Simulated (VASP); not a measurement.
# Ta (P6_3/mmc) in VASP: further runs

The runs below take Ta through single point, with PBE.

Everything below comes from runs of VASP 6.6.1. Logs are shortened: lines on timing, memory, paths and dates and some standing lists are left out, and cuts for length are marked.

## Step 1: The cell of the first run

The structure is hexagonal, space group P6_3/mmc (No. 194). The conventional cell has a = 2.725 Å, b = 2.725 Å, c = 4.778 Å, α = 90.00°, β = 90.00°, γ = 120.00°. Within 3.6 Å of Ta (site symmetry -6m2) lie 12 Ta at 2.73 to 2.86 Å.

## Step 2: Single point, PBE

The input, INCAR:

```
  PREC = Accurate
  ENCUT = 520
  EDIFF = 1E-6
  ISMEAR = -1
  SIGMA = 0.08
  LREAL = F
  LASPH = T
  NELM = 60
  ALGO = Normal
  ISIF = 2
  LWAVE = F
  LCHARG = F
  GGA = PE
  NBANDS = 18
```

The input, KPOINTS:

```
regular mesh
0
Gamma
  16 16 9
```

The input, POSCAR:

```
Ta
1.0
    2.7253596797      0.0000000000      0.0000000000
   -1.3626798399      2.3602307171      0.0000000000
    0.0000000000      0.0000000000      4.7784744550
Ta
2
Direct
    0.3333333333      0.6666666667      0.2500000000
    0.6666666667      0.3333333333      0.7500000000
```

Potentials or basis: VASP PAW PBE potentials, release 64 (Ta_pv).

Run with:

```console
$ cat potpaw_PBE.64/Ta_pv/POTCAR > POTCAR
$ mpirun -np 1 vasp_std > vasp.out
```

OUTCAR:

```text
PREC = Accurate
   ENCUT = 520
   EDIFF = 1E-6
   ISMEAR = -1
   LREAL = F
   LASPH = T
   NELM = 60
   ISIF = 2
   GGA = PE

 ion  position               nearest neighbor table
   1  0.333  0.667  0.250-   2 2.86   2 2.86   2 2.86   2 2.86   2 2.86   2 2.86
   2  0.667  0.333  0.750-   1 2.86   1 2.86   1 2.86   1 2.86   1 2.86   1 2.86

  LATTYP: Found a hexagonal cell.
 ALAT       =     2.7253596797
 C/A-ratio  =     1.7533371799

  Lattice vectors:

 A1 = (   2.7253596797,   0.0000000000,   0.0000000000)
 A2 = (  -1.3626798399,   2.3602307171,   0.0000000000)
 A3 = (   0.0000000000,   0.0000000000,   4.7784744550)

Analysis of symmetry for initial positions (statically):
=====================================================================
 Subroutine PRICEL returns:
 Original cell was already a primitive cell.

 Routine SETGRP: Setting up the symmetry group for a
 hexagonal supercell.

 Subroutine GETGRP returns: Found 24 space group operations
 (whereof 12 operations were pure point group operations)
 out of a pool of 24 trial point group operations.

The static configuration has the point symmetry D_3d.
 The point group associated with its full space group is D_6h.

Analysis of symmetry for dynamics (positions and initial velocities):
=====================================================================
 Subroutine PRICEL returns:
 Original cell was already a primitive cell.

 Routine SETGRP: Setting up the symmetry group for a
 hexagonal supercell.

 Subroutine GETGRP returns: Found 24 space group operations
 (whereof 12 operations were pure point group operations)
 out of a pool of 24 trial point group operations.

The dynamic configuration has the point symmetry D_3d.
 The point group associated with its full space group is D_6h.

 Subroutine INISYM returns: Found 24 space group operations
 (whereof 12 operations are pure point group operations),
 and found     1 'primitive' translations

----------------------------------------------------------------------------------------

                                     Primitive cell

  volume of cell :      30.7374

  direct lattice vectors                    reciprocal lattice vectors
     2.725359680  0.000000000  0.000000000     0.366924046  0.211843697  0.000000000
    -1.362679840  2.360230717  0.000000000     0.000000000  0.423687393  0.000000000
     0.000000000  0.000000000  4.778474455     0.000000000  0.000000000  0.209271810

  length of vectors
     2.725359680  2.725359680  4.778474455     0.423687393  0.423687393  0.209271810

  position of ions in fractional coordinates (direct lattice)
     0.333333333  0.666666667  0.250000000
     0.666666667  0.333333333  0.750000000

  ion indices of the primitive-cell ions
   primitive index   ion index
                 1           1
                 2           2

----------------------------------------------------------------------------------------

 KPOINTS: regular mesh

Automatic generation of k-mesh.
 Grid dimensions read from file:
 generate k-points for:   16   16    9

 Generating k-lattice:

  Cartesian coordinates                     Fractional coordinates (reciprocal lattice)
     0.022932753  0.013240231  0.000000000     0.062500000 -0.000000000  0.000000000
     0.000000000  0.026480462  0.000000000     0.000000000  0.062500000  0.000000000
     0.000000000  0.000000000  0.023252423     0.000000000  0.000000000  0.111111111

  Length of vectors
     0.026480462  0.026480462  0.023252423

  Shift w.r.t. Gamma in fractional coordinates (k-lattice)
     0.000000000  0.000000000  0.000000000

 Subroutine IBZKPT returns following result:
 ===========================================

 Found    150 irreducible k-points:

 Following reciprocal coordinates:
            Coordinates               Weight
  0.000000  0.000000  0.000000      1.000000
  0.062500  0.000000  0.000000      6.000000
  0.125000  0.000000  0.000000      6.000000
  0.187500  0.000000  0.000000      6.000000
  0.250000  0.000000  0.000000      6.000000
  0.312500  0.000000  0.000000      6.000000
[... 16 lines left out ...]
  0.187500  0.187500  0.000000      6.000000
  0.250000  0.187500  0.000000     12.000000
 [... further k-points ...]
   k-points           NKPTS =    150   k-points in BZ     NKDIM =    150   number of bands    NBANDS=     18
   number of dos      NEDOS =    301   number of ions     NIONS =      2
   total plane-waves  NPLWV =  14400
   dimension x,y,z NGX =    20 NGY =   20 NGZ =   36
   dimension x,y,z NGXF=    40 NGYF=   40 NGZF=   72
   ions per type =               2
   NGX,Y,Z   is equivalent  to a cutoff of  12.20, 12.20, 12.52 a.u.
   NGXF,Y,Z  is equivalent  to a cutoff of  24.40, 24.40, 25.05 a.u.
 SYSTEM =  unknown system
   PREC   = accura    normal or accurate (medium, high low for compatibility)
   ISTART =      0    job   : 0-new  1-cont  2-samecut
   ICHARG =      2    charge: 1-file 2-atom 10-const
   ISPIN  =      1    spin polarized calculation?
   LNONCOLLINEAR =      F non collinear calculations
   LSORBIT =      F    spin-orbit coupling
   LASPH  =      T    aspherical Exc in radial PAW
   ENCUT  =  520.0 eV  38.22 Ry    6.18 a.u.   5.07  5.07  8.88*2*pi/ulx,y,z
   NELM   =     60;   NELMIN=  2; NELMDL= -5     # of ELM steps
   EDIFF  = 0.1E-05   stopping-criterion for ELM
   LREAL  =      F    real-space projection
   EDIFFG = 0.1E-04   stopping-criterion for IOM
   NSW    =      0    number of steps for IOM
   IBRION =     -1    ionic relax: 0-MD 1-quasi-New 2-CG
   NFREE  =      0    steps in history (QN), initial steepest desc. (CG)
   ISIF   =      2    stress and relaxation
   ISYM   =      2    0-nonsym 1-usesym 2-fastsym
   POTIM  = 0.5000    time-step for ionic-motion
   TEBEG  =    0.0;   TEEND  =   0.0 temperature during run
   PSTRESS=    0.0 pullay stress
   NELECT =      22.0000    total number of electrons
   NUPDOWN=      -1.0000    fix difference up-down
   EMIN   =  10.00;   EMAX   =-10.00  energy-range for DOS
   EFERMI =   0.00;   METHOD = LEGACY
   ISMEAR =    -1;   SIGMA  =   0.08  broadening in eV -4-tet -1-fermi 0-gaus
   EFERMI_NEDOS =   21; number of points for ismear=-14 and -15
   IALGO  =     38    algorithm
   IMIX   =      4    mixing-type and parameters
     AMIX     =   0.40;   BMIX     =  1.00
     AMIX_MAG =   1.60;   BMIX_MAG =  1.00
  volume/ion in A,a.u.               =      15.37       103.71
  Fermi-wavevector in a.u.,A,eV,Ry     =   1.464401  2.767316 29.177270  2.144469
  Thomas-Fermi vector in A             =   2.580381
   LORBIT       =      0    0 simple, 1 ext, 2 COOP (PROOUT), +10 PAW based schemes
   GGA     = PE    functional components
   LHFCALC =     F    Hartree Fock is set to
   AEXX    =    0.0000 exact exchange contribution
   IVDW    =     0    specifies the selected vdW correction
   LEPSILON=     F    determine dielectric tensor
   LRPA    =     F    only Hartree local field effects (RPA)
 non-spin polarized calculation
  energy-cutoff  :      520.00
  volume of cell :       30.74
 maximum number of plane-waves:       845
   NGX = 11   NGY = 11   NGZ = 17

 number of electron      21.9999999 magnetization

 Free energy of the ion-electron system (eV)
  ---------------------------------------------------
  ext. energy  EPLUGINS =         0.00000000
  ---------------------------------------------------
  free energy    TOTEN  =       -22.10654906 eV

  energy without entropy =      -22.06420102  energy(sigma->0) =      -22.08537504

 E-fermi :   7.3710     XC(G=0): -13.4425

 val. band max:        7.3698202308   @ k =   0.2500   0.1875   0.2222
 cond. band min:       7.3767992917   @ k =   0.1250   0.0625   0.1111
 fundamental gap:      0.0069790609
 Fermi energy:         7.3710153326

 k-point     1 :       0.0000    0.0000    0.0000
  band No.  band energies     occupation
      1     -27.3640      2.00000
      2     -25.6991      2.00000
      3     -25.6170      2.00000
      4     -25.6170      2.00000
      5     -25.4478      2.00000
      6     -25.4478      2.00000
[... 10 lines left out ...]
     17      13.6969      0.00000
     18      13.6969      0.00000

 k-point     2 :       0.0625    0.0000    0.0000
  band No.  band energies     occupation
      1     -27.3401      2.00000
      2     -25.7028      2.00000
      3     -25.6929      2.00000
      4     -25.6377      2.00000
      5     -25.5262      2.00000
      6     -25.4603      2.00000
[... 10 lines left out ...]
     17      13.8054      0.00000
     18      14.1897      0.00000

 k-point     3 :       0.1250    0.0000    0.0000
  band No.  band energies     occupation
      1     -27.2703      2.00000
      2     -25.9069      2.00000
      3     -25.7432      2.00000
      4     -25.7147      2.00000
      5     -25.6955      2.00000
      6     -25.4966      2.00000
[... 10 lines left out ...]
     17      14.0377      0.00000
     18      15.2733      0.00000

 k-point     4 :       0.1875    0.0000    0.0000
  band No.  band energies     occupation
      1     -27.1603      2.00000
      2     -26.2208      2.00000
      3     -26.0528      2.00000
      4     -25.7789      2.00000
      5     -25.7373      2.00000
      6     -25.5523      2.00000
[... 375 lines left out ...]
      4     -26.2819      2.00000
      5     -26.0234      2.00000
      6     -25.9832      2.00000
[... 10 lines left out ...]
     17      17.2441      0.00000
     18      18.3323      0.00000

 k-point    23 :       0.1875    0.1875    0.0000
  band No.  band energies     occupation
      1     -26.8240      2.00000
      2     -26.8030      2.00000
      3     -26.7722      2.00000
      4     -26.0709      2.00000
      5     -25.8876      2.00000
      6     -25.8401      2.00000
[... 10 lines left out ...]
     17      13.8180      0.00000
     18      18.0510      0.00000

 k-point    24 :       0.2500    0.1875    0.0000
  band No.  band energies     occupation
      1     -27.0234      2.00000
      2     -26.9160      2.00000
      3     -26.6751      2.00000
      4     -26.2291      2.00000
      5     -26.0224      2.00000
      6     -25.9056      2.00000
[... 10 lines left out ...]
     17      15.4015      0.00000
     18      18.6503      0.00000

 [... further k-points ...]
[... 5 lines left out ...]
  --------------------------------------------------------------------------------------
  -------------------------------------------------------------------------------------
  Total       10.4763731     10.4763731     10.4490992     -0.0000000      0.0000000     -0.0000000
  in kB      546.0771289    546.0771289    544.6554850     -0.0000000      0.0000000     -0.0000000
  external PRESSURE =     545.6032476 kB  Pullay stress =       0.0000000 kB

 VOLUME and BASIS-vectors are now :
 -----------------------------------------------------------------------------
  energy-cutoff  :      520.00
  volume of cell :       30.74
      direct lattice vectors                 reciprocal lattice vectors
     2.725359680  0.000000000  0.000000000     0.366924046  0.211843697  0.000000000
    -1.362679840  2.360230717  0.000000000     0.000000000  0.423687393  0.000000000
     0.000000000  0.000000000  4.778474455     0.000000000  0.000000000  0.209271810

 POSITION                                       TOTAL-FORCE (eV/Angst)
 -----------------------------------------------------------------------------------
     -0.00000      1.57349      1.19462         0.000000     -0.000000      0.000000
      1.36268      0.78674      3.58386        -0.000000      0.000000      0.000000
 -----------------------------------------------------------------------------------
    total drift:                               -0.000000      0.000000     -0.000000

  FREE ENERGIE OF THE ION-ELECTRON SYSTEM (eV)
  ---------------------------------------------------
  free  energy   TOTEN  =       -22.1065490633 eV

  energy  without entropy=      -22.0642010221  energy(sigma->0) =      -22.08537504
```

Run time: 48 s. Hardware: 1 thread of Intel Xeon Platinum 8375C at 2.90GHz (Ice Lake), shared host; peak memory 0.19 GiB.

Results:

| Quantity | Value |
| --- | --- |
| Free energy | -22.1065 eV |
| Pressure | 54.6 GPa |
| Band gap on the k mesh | zero (band 11 reaches 9.26 eV, above the bottom of band 12 at 6.49 eV) |

Stress tensor (GPa, compression positive):
```
54.61  0.00  0.00
 0.00 54.61  0.00
 0.00  0.00 54.47
```

Caveat: spin-orbit coupling is left out, which moves the levels of the heavy elements.

## Step 3: Single point, PBE

The input, INCAR:

```
PREC = Accurate
ENCUT = 520
EDIFF = 1E-6
ISMEAR = -1
SIGMA = 0.08
LREAL = F
LASPH = T
NELM = 100
ALGO = Normal
ISIF = 2
LWAVE = F
LCHARG = T
GGA = PE
LELF = T
LVHAR = T
NBANDS = 18
```

The input, KPOINTS:

```
Automatic mesh
0
Gamma
  16 16 9
```

The input, POSCAR:

```
Ta
1.0
    2.7235668300      0.0000000000      0.0000000000
   -1.3617834150      2.3586780637      0.0000000000
    0.0000000000      0.0000000000      4.7773908494
Ta
2
Direct
    0.3333333333      0.6666666667      0.2500000000
    0.6666666667      0.3333333333      0.7500000000
```

Potentials or basis: VASP PAW PBE potentials, release 64 (Ta_pv).

Run with:

```console
$ cat potpaw_PBE.64/Ta_pv/POTCAR > POTCAR
$ mpirun -np 1 vasp_std > vasp.out
```

Wall time 71 s (1 thread of Intel Xeon Platinum 8375C at 2.90GHz (Ice Lake), shared host); peak memory 0.19 GiB.

Results (log left out):

```yaml
Free_energy: -22.0903 eV
Pressure: 55.1 GPa
Band_gap_on_the_k_mesh: zero (band 11 reaches 9.28 eV, above the bottom of band 12 at 6.50 eV)
```

Stress tensor (GPa, compression positive):
```
55.24  0.00  0.00
 0.00 55.24  0.00
 0.00  0.00 54.95
```

Levels at points of the mesh, in eV from the Fermi level:
| k point | band 9 | band 10 | band 11 | band 12 | band 13 | band 14 |
| --- | --- | --- | --- | --- | --- | --- |
| (0.00, 0.00, 0.00) | -0.78 | 0.45 | 0.45 | 0.76 | 1.25 | 1.25 |
| (0.50, 0.00, 0.00) | -4.41 | -0.40 | -0.07 | 0.61 | 0.74 | 7.11 |

Caveat: spin-orbit coupling is left out, which moves the levels of the heavy elements.
